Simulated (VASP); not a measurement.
# CO2 (Pa-3) in VASP: a series of runs, part 2 of 3

VASP 6.6.1. The steps go on from the part before.

## 3. Relaxation of cell and atoms, PBE+D3(BJ), target pressure 1.74 GPa, at which the enthalpy is minimised

This run uses another cell than the first one, of 13.39 Å³/atom, 1.003 times its volume.

INCAR

```
SYSTEM = CO2
PREC = Accurate ; ENCUT = 600
EDIFF = 1E-7 ; ISMEAR = 0
SIGMA = 0.1 ; LREAL = .FALSE.
LASPH = .TRUE. ; NELM = 60
ALGO = Normal ; ISIF = 3
LWAVE = .FALSE. ; LCHARG = .FALSE.
GGA = PE ; IVDW = 12
IBRION = 2 ; NSW = 80
EDIFFG = -0.05 ; PSTRESS = 17.4
```

KPOINTS

```
regular mesh
0
G
  4 4 4
  0 0 0
```

POSCAR

```
CO2
1.0
    5.4361242543      0.0000000000      0.0000000000
    0.0000000000      5.4361242543      0.0000000000
    0.0000000000      0.0000000000      5.4361242543
C O
4 8
Direct
    0.0000000000      0.0000000000      0.0000000000
    0.5000000000      0.0000000000      0.5000000000
    0.5000000000      0.5000000000      0.0000000000
    0.0000000000      0.5000000000      0.5000000000
    0.1239635565      0.1239635565      0.1239635565
    0.3760364435      0.8760364435      0.6239635565
    0.6239635565      0.3760364435      0.8760364435
    0.8760364435      0.6239635565      0.3760364435
    0.8760364435      0.8760364435      0.8760364435
    0.6239635565      0.1239635565      0.3760364435
    0.3760364435      0.6239635565      0.1239635565
    0.1239635565      0.3760364435      0.6239635565
```

Potentials or basis: VASP PAW PBE potentials, release 64 (C, O).

Run with:

```console
$ cat potpaw_PBE.64/C/POTCAR potpaw_PBE.64/O/POTCAR > POTCAR
$ mpirun -np 1 vasp_std > vasp.out
```

OUTCAR:

```text
SYSTEM = CO2
   PREC = Accurate
   ENCUT = 600
   EDIFF = 1E-7
   ISMEAR = 0
   LREAL = .FALSE.
   LASPH = .TRUE.
   NELM = 60
   ISIF = 3
   GGA = PE
   IVDW = 12
   IBRION = 2
   NSW = 80
   EDIFFG = -0.05
   PSTRESS = 17.4
 IVDW          = 12

 ion  position               nearest neighbor table
   1  0.000  0.000  0.000-   5 1.17   9 1.17
   2  0.500  0.000  0.500-   6 1.17  10 1.17
   3  0.500  0.500  0.000-   7 1.17  11 1.17
   4  0.000  0.500  0.500-   8 1.17  12 1.17
   5  0.124  0.124  0.124-   1 1.17
   6  0.376  0.876  0.624-   2 1.17
   7  0.624  0.376  0.876-   3 1.17
   8  0.876  0.624  0.376-   4 1.17
   9  0.876  0.876  0.876-   1 1.17
  10  0.624  0.124  0.376-   2 1.17
  11  0.376  0.624  0.124-   3 1.17
  12  0.124  0.376  0.624-   4 1.17

  LATTYP: Found a simple cubic cell.
 ALAT       =     5.4361242543

  Lattice vectors:

 A1 = (   5.4361242543,   0.0000000000,   0.0000000000)
 A2 = (   0.0000000000,   5.4361242543,   0.0000000000)
 A3 = (   0.0000000000,   0.0000000000,   5.4361242543)

Analysis of symmetry for initial positions (statically):
=====================================================================
 Subroutine PRICEL returns:
 Original cell was already a primitive cell.

 Routine SETGRP: Setting up the symmetry group for a
 simple cubic supercell.

 Subroutine GETGRP returns: Found 24 space group operations
 (whereof  6 operations were pure point group operations)
 out of a pool of 48 trial point group operations.

The static configuration has the point symmetry S_6 .
 The point group associated with its full space group is T_h .

Analysis of symmetry for dynamics (positions and initial velocities):
=====================================================================
 Subroutine PRICEL returns:
 Original cell was already a primitive cell.

 Routine SETGRP: Setting up the symmetry group for a
 simple cubic supercell.

 Subroutine GETGRP returns: Found 24 space group operations
 (whereof  6 operations were pure point group operations)
 out of a pool of 48 trial point group operations.

The dynamic configuration has the point symmetry S_6 .
 The point group associated with its full space group is T_h .

 Subroutine INISYM returns: Found 24 space group operations
 (whereof  6 operations are pure point group operations),
 and found     1 'primitive' translations

----------------------------------------------------------------------------------------

                                     Primitive cell

  volume of cell :     160.6453

  direct lattice vectors                    reciprocal lattice vectors
     5.436124254  0.000000000  0.000000000     0.183954588  0.000000000  0.000000000
     0.000000000  5.436124254  0.000000000     0.000000000  0.183954588  0.000000000
     0.000000000  0.000000000  5.436124254     0.000000000  0.000000000  0.183954588

  length of vectors
     5.436124254  5.436124254  5.436124254     0.183954588  0.183954588  0.183954588

  position of ions in fractional coordinates (direct lattice)
     0.000000000  0.000000000  0.000000000
     0.500000000  0.000000000  0.500000000
     0.500000000  0.500000000  0.000000000
     0.000000000  0.500000000  0.500000000
     0.123963557  0.123963557  0.123963557
     0.376036443  0.876036443  0.623963557
     0.623963557  0.376036443  0.876036443
     0.876036443  0.623963557  0.376036443
     0.876036443  0.876036443  0.876036443
     0.623963557  0.123963557  0.376036443
     0.376036443  0.623963557  0.123963557
     0.123963557  0.376036443  0.623963557

  ion indices of the primitive-cell ions
   primitive index   ion index
                 1           1
                 2           2
                 3           3
                 4           4
                 5           5
                 6           6
                 7           7
                 8           8
                 9           9
                10          10
                11          11
                12          12

----------------------------------------------------------------------------------------

 KPOINTS: regular mesh

Automatic generation of k-mesh.
 Grid dimensions read from file:
 generate k-points for:    4    4    4

 Generating k-lattice:

  Cartesian coordinates                     Fractional coordinates (reciprocal lattice)
     0.045988647  0.000000000  0.000000000     0.250000000  0.000000000  0.000000000
     0.000000000  0.045988647  0.000000000     0.000000000  0.250000000  0.000000000
     0.000000000  0.000000000  0.045988647     0.000000000  0.000000000  0.250000000

  Length of vectors
     0.045988647  0.045988647  0.045988647

  Shift w.r.t. Gamma in fractional coordinates (k-lattice)
     0.000000000  0.000000000  0.000000000

 Subroutine IBZKPT returns following result:
 ===========================================

 Found     11 irreducible k-points:

 Following reciprocal coordinates:
            Coordinates               Weight
  0.000000  0.000000  0.000000      1.000000
  0.250000  0.000000  0.000000      6.000000
  0.500000  0.000000  0.000000      3.000000
  0.250000  0.250000  0.000000     12.000000
  0.500000  0.250000  0.000000      6.000000
 -0.250000  0.500000  0.000000      6.000000
  0.500000  0.500000  0.000000      3.000000
  0.250000  0.250000  0.250000      8.000000
  0.500000  0.250000  0.250000     12.000000
  0.500000  0.500000  0.250000      6.000000
  0.500000  0.500000  0.500000      1.000000
   k-points           NKPTS =     11   k-points in BZ     NKDIM =     11   number of bands    NBANDS=     39
   number of dos      NEDOS =    301   number of ions     NIONS =     12
   total plane-waves  NPLWV = 110592
   dimension x,y,z NGX =    48 NGY =   48 NGZ =   48
   dimension x,y,z NGXF=    96 NGYF=   96 NGZF=   96
   ions per type =               4   8
   NGX,Y,Z   is equivalent  to a cutoff of  14.68, 14.68, 14.68 a.u.
   NGXF,Y,Z  is equivalent  to a cutoff of  29.36, 29.36, 29.36 a.u.
 SYSTEM =  CO2
   PREC   = accura    normal or accurate (medium, high low for compatibility)
   ISTART =      0    job   : 0-new  1-cont  2-samecut
   ICHARG =      2    charge: 1-file 2-atom 10-const
   ISPIN  =      1    spin polarized calculation?
   LNONCOLLINEAR =      F non collinear calculations
   LSORBIT =      F    spin-orbit coupling
   LASPH  =      T    aspherical Exc in radial PAW
   ENCUT  =  600.0 eV  44.10 Ry    6.64 a.u.  10.86 10.86 10.86*2*pi/ulx,y,z
   NELM   =     60;   NELMIN=  2; NELMDL= -5     # of ELM steps
   EDIFF  = 0.1E-06   stopping-criterion for ELM
   LREAL  =      F    real-space projection
   EDIFFG = -.5E-01   stopping-criterion for IOM
   NSW    =     80    number of steps for IOM
   IBRION =      2    ionic relax: 0-MD 1-quasi-New 2-CG
   NFREE  =      1    steps in history (QN), initial steepest desc. (CG)
   ISIF   =      3    stress and relaxation
   ISYM   =      2    0-nonsym 1-usesym 2-fastsym
   POTIM  = 0.5000    time-step for ionic-motion
   TEBEG  =    0.0;   TEEND  =   0.0 temperature during run
   PSTRESS=   17.4 pullay stress
   NELECT =      64.0000    total number of electrons
   NUPDOWN=      -1.0000    fix difference up-down
   EMIN   =  10.00;   EMAX   =-10.00  energy-range for DOS
   EFERMI =   0.00;   METHOD = LEGACY
   ISMEAR =     0;   SIGMA  =   0.10  broadening in eV -4-tet -1-fermi 0-gaus
   EFERMI_NEDOS =   21; number of points for ismear=-14 and -15
   IALGO  =     38    algorithm
   IMIX   =      4    mixing-type and parameters
     AMIX     =   0.40;   BMIX     =  1.00
     AMIX_MAG =   1.60;   BMIX_MAG =  1.00
  volume/ion in A,a.u.               =      13.39        90.34
  Fermi-wavevector in a.u.,A,eV,Ry     =   1.204607  2.276377 19.743121  1.451078
  Thomas-Fermi vector in A             =   2.340327
   LORBIT       =      0    0 simple, 1 ext, 2 COOP (PROOUT), +10 PAW based schemes
   GGA     = PE    functional components
   LHFCALC =     F    Hartree Fock is set to
   AEXX    =    0.0000 exact exchange contribution
   IVDW    =    12    specifies the selected vdW correction
   LEPSILON=     F    determine dielectric tensor
   LRPA    =     F    only Hartree local field effects (RPA)
 conjugate gradient relaxation of ions
 non-spin polarized calculation
 Gauss-broadening in eV      SIGMA  =   0.10
  energy-cutoff  :      600.00
  volume of cell :      160.65
 maximum number of plane-waves:      5400
 NGX is ok and might be reduce to    48
   NGX = 21   NGY = 21   NGZ = 21

--------------------------------------- Ionic step        1  -------------------------------------------

 number of electron      63.9999976 magnetization

 Free energy of the ion-electron system (eV)
  ---------------------------------------------------
  ext. energy  EPLUGINS =         0.00000000
  ---------------------------------------------------
  free energy    TOTEN  =       -91.95687853 eV

  energy without entropy =      -91.95687853  energy(sigma->0) =      -91.95687853

------------------------ aborting loop because EDIFF is reached ----------------------------------------

 Edisp (eV)   -0.94317

 E8    (eV) :    -0.2438
[... 95 lines left out ...]
--------------------------------------- Ionic step        3  -------------------------------------------

 number of electron      63.9999972 magnetization

 Free energy of the ion-electron system (eV)
  ---------------------------------------------------
  ext. energy  EPLUGINS =         0.00000000
  ---------------------------------------------------
  free energy    TOTEN  =       -91.97760676 eV

  energy without entropy =      -91.97760676  energy(sigma->0) =      -91.97760676

 E-fermi :  -2.6097     XC(G=0):  -8.3169

 val. band max:       -3.0465981664   @ k =   0.0000   0.0000   0.0000
 cond. band min:       3.7726545039   @ k =   0.0000   0.0000   0.0000
 fundamental gap:      6.8192526703
 Fermi energy:        -2.6097070918

 k-point     1 :       0.0000    0.0000    0.0000
  band No.  band energies     occupation
      1     -23.7342      2.00000
      2     -23.4369      2.00000
      3     -23.4369      2.00000
      4     -23.4369      2.00000
      5     -22.5355      2.00000
      6     -22.5355      2.00000
[... 498 lines left out ...]
  energy  without entropy=      -92.9181958681  energy(sigma->0) =      -92.91819587

  enthalpy is  TOTEN    =       -91.1690517802 eV   P V=        1.7491440879

 reached required accuracy - stopping structural energy minimisation
```

Wall time 5.2 min (1 thread of Oxide Virtual Turin-like, shared host); peak memory 0.33 GiB.

What came out:

```
Free energy                                            : -92.9182 eV
Relaxed volume                                         : 13.42 Å³/atom
Relaxed cell                                           : a = 5.441 Å, b = 5.441 Å, c = 5.441 Å, α = 90.00°, β = 90.00°, γ = 90.00°
Space group after relaxing (to 0.05 Å)                 : Pa-3 (No. 205)
Energy change on relaxing (the enthalpy is what falls) : -1.5 meV/atom
Ionic steps                                            : 3
Pressure after relaxing                                : 1.2 GPa
Largest force after relaxing                           : 0.018 eV/Å
Band gap on the k mesh                                 : 6.82 eV, direct
Dispersion energy per atom                             : -0.078 eV
```

Forces on the atoms (eV/Å):
```
C    0.000  0.000  0.000
C    0.000  0.000  0.000
C    0.000  0.000  0.000
C    0.000  0.000  0.000
O    0.010  0.010  0.010
O   -0.010 -0.010  0.010
O    0.010 -0.010 -0.010
O   -0.010  0.010 -0.010
O   -0.010 -0.010 -0.010
O    0.010  0.010 -0.010
O   -0.010  0.010  0.010
O    0.010 -0.010  0.010
```

The path:
| step | energy change (eV) | largest force (eV/Å) | pressure (GPa) | volume (Å³) |
| --- | --- | --- | --- | --- |
| 1 | 0.0000 | 0.6350 | 3.14 | 160.65 |
| 2 | 0.3432 | 2.9138 | -7.86 | 163.37 |
| 3 | -0.0181 | 0.0176 | 1.25 | 161.06 |

Final structure:
```yaml
crystal:
  lattice:
    - [5.44079, 0.00000, 0.00000]
    - [0.00000, 5.44079, 0.00000]
    - [0.00000, 0.00000, 5.44079]
  atoms:
    - { symbol: C, position: [0.00000, 0.00000, 0.00000] }
    - { symbol: C, position: [0.50000, 0.00000, 0.50000] }
    - { symbol: C, position: [0.50000, 0.50000, 0.00000] }
    - { symbol: C, position: [0.00000, 0.50000, 0.50000] }
    - { symbol: O, position: [0.12448, 0.12448, 0.12448] }
    - { symbol: O, position: [0.37552, 0.87552, 0.62448] }
    - { symbol: O, position: [0.62448, 0.37552, 0.87552] }
    - { symbol: O, position: [0.87552, 0.62448, 0.37552] }
    - { symbol: O, position: [0.87552, 0.87552, 0.87552] }
    - { symbol: O, position: [0.62448, 0.12448, 0.37552] }
    - { symbol: O, position: [0.37552, 0.62448, 0.12448] }
    - { symbol: O, position: [0.12448, 0.37552, 0.62448] }
```

Levels at points of the mesh, in eV from the valence-band top:
```tsv
k point	band 28	band 29	band 30	band 31	band 32	band 33	band 34	band 35	band 36	band 37
(0.00, 0.00, 0.00)	-0.24	-0.24	-0.24	0.00	0.00	6.82	7.80	7.80	7.80	8.14
(0.50, 0.00, 0.00)	-0.45	-0.37	-0.37	-0.09	-0.09	7.74	7.74	8.02	8.02	8.33
(0.50, 0.50, 0.00)	-0.40	-0.33	-0.33	-0.33	-0.33	7.74	7.74	7.74	7.74	8.53
(0.50, 0.50, 0.50)	-0.42	-0.39	-0.39	-0.39	-0.39	7.72	7.72	7.72	7.72	8.78
```

Caveat: the cell is relaxed towards a set pressure, so the enthalpy falls and the energy may rise; the relaxation stopped at a loose force limit of 0.05 eV/Å, so its end isn't a converged minimum. A k mesh can miss the band edges.

[end of part 2 of 3]
